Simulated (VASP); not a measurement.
## Cs: single point with LDA

Crystal: Cs.

```
CELL_PARAMETERS angstrom
-2.87492 2.87492 2.87492
2.87492 -2.87492 2.87492
2.87492 2.87492 -2.87492
ATOMIC_POSITIONS crystal
Cs 0.00000 0.00000 0.00000
```

```yaml
Program: VASP 6.6.1
Task: single point
Functional: LDA
Potentials_or_basis: VASP PAW LDA potentials, release 64 (Cs_sv)
Cutoff: 520 eV
k_mesh: 5 × 5 × 5
Occupations: fermi-dirac, width 0.02 eV
Spin: no spin polarisation
```

```
Pressure : 0.0 GPa
```

Levels at points of the mesh, in eV from the Fermi level:
| k point | band 1 | band 2 | band 3 | band 4 | band 5 | band 6 | band 7 | band 8 |
| --- | --- | --- | --- | --- | --- | --- | --- | --- |
| (0.00, 0.00, 0.00) | -23.83 | -10.53 | -10.53 | -10.53 | -1.99 | 2.42 | 2.42 | 2.42 |

Run time: 13 s on 1 thread of Intel Xeon 8259CL, with other jobs on the host, peak memory 0.18 GiB.

Caveat: spin-orbit coupling is left out, which moves the levels of the heavy elements.
